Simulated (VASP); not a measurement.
# ZrAl23N24 (a cell with a defect) in VASP: electric field gradients with PBE

Aim: the electric field gradients of ZrAl23N24 (a cell with a defect) with PBE.

Everything below comes from runs of VASP 6.6.1. Logs are shortened: lines on timing, memory, paths and dates and some standing lists are left out, and cuts for length are marked.

## (1) The cell of the first run

The cell holds a defect, 48 atoms: a = 9.339 Å, b = 6.226 Å, c = 9.962 Å, α = 90.00°, β = 90.00°, γ = 120.00°.

## (2) Electric field gradients, PBE

Input file INCAR:

```
ALGO = Normal ; EDIFF = 1E-8
ENCUT = 520 ; GGA = PE
ISIF = 2 ; ISMEAR = -1
LASPH = T ; LCHARG = F
LEFG = T ; LREAL = Auto
LWAVE = F ; NBANDS = 130
NELECT = 200.0 ; NELM = 100
PREC = Accurate ; SIGMA = 0.01
```

Input file KPOINTS:

```
k-points
0
Gamma
  3 4 2
```

Input file POSCAR:

```
ZrAl23N24
1.0
    9.3390000000      0.0000000000      0.0000000000
   -3.1130000000      5.3918741640      0.0000000000
    0.0000000000      0.0000000000      9.9620000000
Zr Al N
1 23 24
Direct
    0.1111111111      0.3333333334      0.0000000000
    0.1111111111      0.3333333334      0.5000000000
    0.1111111111      0.8333333334      0.0000000000
    0.1111111111      0.8333333334      0.5000000000
    0.4444444444      0.3333333334      0.0000000000
    0.4444444444      0.3333333334      0.5000000000
    0.4444444444      0.8333333334      0.0000000000
    0.4444444444      0.8333333334      0.5000000000
    0.7777777778      0.3333333334      0.0000000000
    0.7777777778      0.3333333334      0.5000000000
    0.7777777778      0.8333333334      0.0000000000
    0.7777777778      0.8333333334      0.5000000000
    0.2222222222      0.1666666666      0.2500000000
    0.2222222222      0.1666666666      0.7500000000
    0.2222222222      0.6666666666      0.2500000000
    0.2222222222      0.6666666666      0.7500000000
    0.5555555556      0.1666666666      0.2500000000
    0.5555555556      0.1666666666      0.7500000000
    0.5555555556      0.6666666666      0.2500000000
    0.5555555556      0.6666666666      0.7500000000
    0.8888888889      0.1666666666      0.2500000000
    0.8888888889      0.1666666666      0.7500000000
    0.8888888889      0.6666666666      0.2500000000
    0.8888888889      0.6666666666      0.7500000000
    0.1111111111      0.3333333334      0.1900000000
    0.1111111111      0.3333333334      0.6900000000
    0.1111111111      0.8333333334      0.1900000000
    0.1111111111      0.8333333334      0.6900000000
    0.4444444444      0.3333333334      0.1900000000
    0.4444444444      0.3333333334      0.6900000000
    0.4444444444      0.8333333334      0.1900000000
    0.4444444444      0.8333333334      0.6900000000
    0.7777777778      0.3333333334      0.1900000000
    0.7777777778      0.3333333334      0.6900000000
    0.7777777778      0.8333333334      0.1900000000
    0.7777777778      0.8333333334      0.6900000000
    0.2222222222      0.1666666666      0.4400000000
    0.2222222222      0.1666666666      0.9400000000
    0.2222222222      0.6666666666      0.4400000000
    0.2222222222      0.6666666666      0.9400000000
    0.5555555556      0.1666666666      0.4400000000
    0.5555555556      0.1666666666      0.9400000000
    0.5555555556      0.6666666666      0.4400000000
    0.5555555556      0.6666666666      0.9400000000
    0.8888888889      0.1666666666      0.4400000000
    0.8888888889      0.1666666666      0.9400000000
    0.8888888889      0.6666666666      0.4400000000
    0.8888888889      0.6666666666      0.9400000000
```

Potentials or basis: VASP PAW PBE potentials, release 64 (Zr_sv, Al, N).

Command:

```
cat potpaw_PBE.64/Zr_sv/POTCAR potpaw_PBE.64/Al/POTCAR potpaw_PBE.64/N/POTCAR > POTCAR
mpirun -np 1 vasp_std > vasp.out
```

OUTCAR:

```text
EDIFF = 1E-8
   ENCUT = 520
   GGA = PE
   ISIF = 2
   ISMEAR = -1
   LASPH = T
   LREAL = Auto
   NELECT = 200.0
   NELM = 100
   PREC = Accurate

 ion  position               nearest neighbor table
   1  0.111  0.333  0.000-  25 1.89  40 1.89  46 1.89  38 1.89  15 3.07  16 3.07  21 3.07  22 3.07
                            13 3.07  14 3.07   5 3.11   9 3.11   7 3.11  11 3.11   3 3.11   3 3.11
   2  0.111  0.333  0.500-  26 1.89  39 1.89  45 1.89  37 1.89  15 3.07  16 3.07  21 3.07  22 3.07
                            13 3.07  14 3.07   6 3.11  10 3.11   8 3.11  12 3.11   4 3.11   4 3.11
   3  0.111  0.833  0.000-  27 1.89  38 1.89  48 1.89  40 1.89  13 3.07  14 3.07  23 3.07  24 3.07
                            15 3.07  16 3.07   7 3.11  11 3.11   5 3.11   9 3.11   1 3.11   1 3.11
   4  0.111  0.833  0.500-  28 1.89  37 1.89  47 1.89  39 1.89  13 3.07  14 3.07  23 3.07  24 3.07
                            15 3.07  16 3.07   8 3.11  12 3.11   6 3.11  10 3.11   2 3.11   2 3.11
   5  0.444  0.333  0.000-  29 1.89  44 1.89  38 1.89  42 1.89  19 3.07  20 3.07  13 3.07  14 3.07
                            17 3.07  18 3.07   1 3.11   3 3.11   7 3.11   7 3.11  11 3.11   9 3.11
   6  0.444  0.333  0.500-  30 1.89  43 1.89  37 1.89  41 1.89  19 3.07  20 3.07  13 3.07  14 3.07
                            17 3.07  18 3.07   2 3.11   4 3.11   8 3.11   8 3.11  12 3.11  10 3.11
   7  0.444  0.833  0.000-  31 1.89  42 1.89  40 1.89  44 1.89  17 3.07  18 3.07  15 3.07  16 3.07
                            19 3.07  20 3.07   3 3.11   1 3.11   5 3.11   5 3.11   9 3.11  11 3.11
   8  0.444  0.833  0.500-  32 1.89  41 1.89  39 1.89  43 1.89  17 3.07  18 3.07  15 3.07  16 3.07
                            19 3.07  20 3.07   4 3.11   2 3.11   6 3.11   6 3.11  10 3.11  12 3.11
   9  0.778  0.333  0.000-  33 1.89  48 1.89  42 1.89  46 1.89  23 3.07  24 3.07  17 3.07  18 3.07
[... 53 lines left out ...]
  47  0.889  0.667  0.440-  23 1.89  10 1.89   4 1.89  12 1.89
  48  0.889  0.667  0.940-  24 1.89   9 1.89   3 1.89  11 1.89

  Warning from LATTYP: Monoclinic adjustment (A1->A3, A2->A1, A3->A2)!
  Warning from LATTYP: Got some problem with cell dimensions!
  Tried to take original basis but could not verify dimensions!
  LATTYP: Found a simple monoclinic cell.
 ALAT       =     6.2260000000
 B/A-ratio  =     1.6000642467
 C/A-ratio  =     1.3228756555
 COS(beta)  =    -0.1889822365

  Lattice vectors:

 A1 = (  -3.1130000000,   5.3918741640,   0.0000000000)
 A2 = (   0.0000000000,   0.0000000000,  -9.9620000000)
 A3 = (  -6.2260000000,  -5.3918741640,   0.0000000000)

Analysis of symmetry for initial positions (statically):
=====================================================================
 Subroutine PRICEL returns:
 Original cell was already a primitive cell.

 Routine SETGRP: Setting up the symmetry group for a
 simple monoclinic supercell.

 Subroutine GETGRP returns: Found  1 space group operations
 (whereof  1 operations were pure point group operations)
[... 1871 lines left out ...]
  external PRESSURE =      54.6841062 kB  Pullay stress =       0.0000000 kB

 VOLUME and BASIS-vectors are now :
 -----------------------------------------------------------------------------
  energy-cutoff  :      520.00
  volume of cell :      501.63
      direct lattice vectors                 reciprocal lattice vectors
     9.339000000  0.000000000  0.000000000     0.107077846  0.061821423  0.000000000
    -3.113000000  5.391874164  0.000000000     0.000000000  0.185464269  0.000000000
     0.000000000  0.000000000  9.962000000     0.000000000  0.000000000  0.100381450

 POSITION                                       TOTAL-FORCE (eV/Angst)
 -----------------------------------------------------------------------------------
     -0.00000      1.79729      0.00000        -0.023141     -0.010559     -0.665975
     -0.00000      1.79729      4.98100        -0.021958     -0.008085     -0.297231
     -1.55650      4.49323      0.00000        -0.252832     -0.143123      0.046173
     -1.55650      4.49323      4.98100        -0.051261     -0.026735     -0.206591
      3.11300      1.79729      0.00000         0.946020      0.212666      0.008916
      3.11300      1.79729      4.98100         0.070441      0.047872     -0.175667
[... 40 lines left out ...]
      6.22600      3.59458      4.38328         0.052754      0.031631      0.057919
      6.22600      3.59458      9.36428         0.303385      0.185052      0.214514
 -----------------------------------------------------------------------------------
    total drift:                                0.001382     -0.002400      0.027731

  FREE ENERGIE OF THE ION-ELECTRON SYSTEM (eV)
  ---------------------------------------------------
  free  energy   TOTEN  =      -367.8760338897 eV

  energy  without entropy=     -367.8760338897  energy(sigma->0) =     -367.87603389

 Electric field gradients (V/A^2)
---------------------------------------------------------------------
 ion       V_xx      V_yy      V_zz      V_xy      V_xz      V_yz
---------------------------------------------------------------------
   1      -5.377    -6.414    11.791     0.839    -0.432    -0.306
   2      -2.997    -2.942     5.940    -0.052    -0.069    -0.037
   3      -1.333     2.123    -0.790    -2.959    -1.638    -0.946
   4      -2.016    -1.802     3.818    -0.180    -0.215    -0.126
   5       1.721    -2.128     0.407     4.275     3.028     0.986
   6      -1.428    -1.821     3.249     0.397     0.335     0.167
[... 40 lines left out ...]
  47      -0.572    -0.676     1.248     0.098    -0.082    -0.034
  48       1.733     3.610    -5.343    -1.821     0.948     0.536
---------------------------------------------------------------------

 Electric field gradients after diagonalization (V/A^2)
 (convention: |V_zz| > |V_xx| > |V_yy|)
----------------------------------------------------------------------
 ion       V_xx      V_yy      V_zz     asymmetry (V_yy - V_xx)/ V_zz
----------------------------------------------------------------------
   1      -6.882    -4.926    11.808       0.166
   2      -3.029    -2.911     5.940       0.020
   3       3.822     0.288    -4.110       0.860
   4      -2.129    -1.700     3.828       0.112
   5      -5.042    -1.110     6.152       0.639
   6      -2.067    -1.213     3.280       0.261
[... 40 lines left out ...]
  47      -0.735    -0.517     1.253       0.174
  48       4.720     0.815    -5.535       0.706
----------------------------------------------------------------------

           NMR quadrupolar parameters

 Cq : quadrupolar parameter    Cq=e*Q*V_zz/h
 eta: asymmetry parameters     (V_yy - V_xx)/ V_zz
 Q  : nuclear electric quadrupole moment in mb (millibarn)
----------------------------------------------------------------------
 ion       Cq(MHz)       eta       Q (mb)
----------------------------------------------------------------------
   1       0.029       0.166       1.000
   2       0.014       0.020       1.000
   3      -0.010       0.860       1.000
   4       0.009       0.112       1.000
   5       0.015       0.639       1.000
   6       0.008       0.261       1.000
[... 40 lines left out ...]
  47       0.003       0.174       1.000
  48      -0.013       0.706       1.000
----------------------------------------------------------------------
```

stdout:

```text
POSCAR found type information on POSCAR ZrAlN
 POSCAR found :  3 types and      48 ions
 scaLAPACK will be used
 LDA part: xc-table for (Slater+PW92), standard interpolation
 POSCAR, INCAR and KPOINTS ok, starting setup
 FFT: planning ... GRIDC
 FFT: planning ... GRID_SOFT
 FFT: planning ... GRID
 WAVECAR not read
 entering main loop
 the old and the new charge density differ
 old charge density:   201.00000 new  200.00000
    0.614E+01
ion   1
     0.0000523    -0.0172983     0.0081211    -0.6856483     0.0128271    -0.0114516
     0.0000720    -0.0172983     0.0081211    -0.6856483     0.0128271    -0.0114516
     0.0000992    -0.0172983     0.0081211    -0.6856483     0.0128271    -0.0114516
     0.0001366    -0.0172983     0.0081211    -0.6856483     0.0128271    -0.0114516

     0.0000523    -0.7853062     0.2823692    -9.8165993     0.3984560    -0.4846564
     0.0000720    -0.7852656     0.2823669    -9.8163481     0.3984564    -0.4846334
     0.0000992    -0.7852000     0.2823636    -9.8159496     0.3984579    -0.4845964
     0.0001366    -0.7850946     0.2823593    -9.8153207     0.3984619    -0.4845371
[... 100 lines left out ...]
ion  11
     0.0000349     0.0520961     0.1217778    -0.0144944     0.0427053     0.1890061
     0.0000480     0.0520961     0.1217778    -0.0144944     0.0427053     0.1890061
     0.0000661     0.0520961     0.1217778    -0.0144944     0.0427053     0.1890061
     0.0000910     0.0520961     0.1217778    -0.0144944     0.0427053     0.1890061

     0.0000349     0.7460659     2.1176982     0.0318451     0.7484430     3.3442426
     0.0000480     0.7460653     2.1176964     0.0318451     0.7484424     3.3442398
     0.0000661     0.7460643     2.1176934     0.0318450     0.7484413     3.3442350
     0.0000910     0.7460625     2.1176884     0.0318
```

Run time: 26 min. Hardware: 1 thread of Intel Xeon 6975P-C (Granite Rapids), shared host; peak memory 0.92 GiB.

Results:

```
Free energy   : -367.8760 eV
Largest force : 4.613 eV/Å
```

Forces in eV/Å, atoms in the order of the input:
```
Zr  -0.023 -0.011 -0.666
Al  -0.022 -0.008 -0.297
Al  -0.253 -0.143  0.046
Al  -0.051 -0.027 -0.207
Al   0.946  0.213  0.009
Al   0.070  0.048 -0.176
Al   0.637  0.704  0.005
Al   0.074  0.038 -0.174
Al  -0.920  0.051  0.044
Al  -0.051  0.005 -0.184
Al  -0.378 -0.798  0.068
Al  -0.026 -0.049 -0.188
Al   0.731 -0.258  0.750
Al   0.453 -0.163 -1.130
Al   0.147  0.764  0.747
Al   0.088  0.474 -1.129
Al  -0.016 -0.032  0.111
Al  -0.005 -0.007 -0.322
Al   0.010  0.026  0.132
Al   0.027  0.017 -0.395
Al  -0.714 -0.417  0.727
Al  -0.446 -0.257 -1.123
Al  -0.155 -0.092  0.183
Al  -0.112 -0.073 -0.506
N   -0.006 -0.004  4.305
N    0.004  0.001  0.957
N    0.032  0.019 -0.333
N    0.050  0.030  0.551
N   -0.307 -0.044 -0.160
N   -0.149 -0.049  0.401
N   -0.207 -0.254 -0.160
N   -0.122 -0.108  0.398
N    0.309  0.019 -0.176
N    0.145  0.001  0.427
N    0.178  0.262 -0.187
N    0.071  0.124  0.442
N   -0.125  0.014  0.000
N    3.801 -2.320 -1.206
N   -0.052 -0.116  0.001
N   -0.117  4.447 -1.206
N   -0.005 -0.003  0.060
N   -0.046 -0.062  0.217
N   -0.001  0.000  0.065
N   -0.205 -0.083  0.206
N    0.129  0.074  0.017
N   -3.744 -2.171 -1.221
N    0.053  0.032  0.058
N    0.303  0.185  0.215
```

Electric field gradients, principal values (V/Å²):
| atom | least | middle | greatest (by size) |
| --- | --- | --- | --- |
| 1 Zr | -4.926 | -6.882 | 11.808 |
| 2 Al | -2.911 | -3.029 | 5.940 |
| 3 Al | 0.288 | 3.822 | -4.110 |
| 4 Al | -1.700 | -2.129 | 3.828 |
| 5 Al | -1.110 | -5.042 | 6.152 |
| 6 Al | -1.213 | -2.067 | 3.280 |
| 7 Al | -1.124 | -5.118 | 6.242 |
| 8 Al | -1.193 | -2.062 | 3.255 |
| 9 Al | -0.528 | -4.901 | 5.429 |
| 10 Al | -1.347 | -2.019 | 3.366 |
| 11 Al | -0.839 | -4.280 | 5.120 |
| 12 Al | -1.365 | -2.063 | 3.428 |
| 13 Al | -2.052 | -3.849 | 5.901 |
| 14 Al | -4.860 | -5.584 | 10.444 |
| 15 Al | -2.031 | -3.893 | 5.924 |
| 16 Al | -4.836 | -5.605 | 10.441 |
| 17 Al | 0.028 | 0.482 | -0.510 |
| 18 Al | -1.809 | -1.883 | 3.691 |
| 19 Al | -0.283 | -0.516 | 0.799 |
| 20 Al | -1.959 | -2.053 | 4.012 |
| 21 Al | -3.072 | -3.358 | 6.430 |
| 22 Al | -4.834 | -5.552 | 10.387 |
| 23 Al | 0.213 | 1.011 | -1.224 |
| 24 Al | -1.875 | -2.771 | 4.646 |
| 25 N | 13.263 | 14.621 | -27.884 |
| 26 N | -2.770 | -3.511 | 6.281 |
| 27 N | -0.257 | -4.243 | 4.500 |
| 28 N | 0.719 | 1.866 | -2.584 |
| 29 N | -1.546 | -2.090 | 3.636 |
| 30 N | -0.967 | -1.316 | 2.283 |
| 31 N | -1.474 | -2.016 | 3.491 |
| 32 N | -0.966 | -1.290 | 2.256 |
| 33 N | -1.335 | -2.030 | 3.365 |
| 34 N | -0.977 | -1.144 | 2.122 |
| 35 N | -1.262 | -1.954 | 3.216 |
| 36 N | -0.897 | -1.176 | 2.073 |
| 37 N | -0.649 | -1.843 | 2.492 |
| 38 N | 10.809 | 13.174 | -23.983 |
| 39 N | -0.639 | -1.846 | 2.485 |
| 40 N | 10.808 | 13.160 | -23.968 |
| 41 N | -0.277 | -0.682 | 0.959 |
| 42 N | -0.063 | -3.649 | 3.712 |
| 43 N | -0.189 | -0.736 | 0.925 |
| 44 N | -1.366 | -4.324 | 5.689 |
| 45 N | -0.637 | -1.615 | 2.252 |
| 46 N | 10.884 | 13.667 | -24.551 |
| 47 N | -0.517 | -0.735 | 1.253 |
| 48 N | 0.815 | 4.720 | -5.535 |

Caveat: the cell carries a net charge on a neutralising background, which shifts energy and pressure; the cell is charged against a uniform background, so pressure and absolute levels hang on convention; without QUAD_EFG the Cq values of the log hold for a quadrupole moment of 1 mb, not for the nuclei.
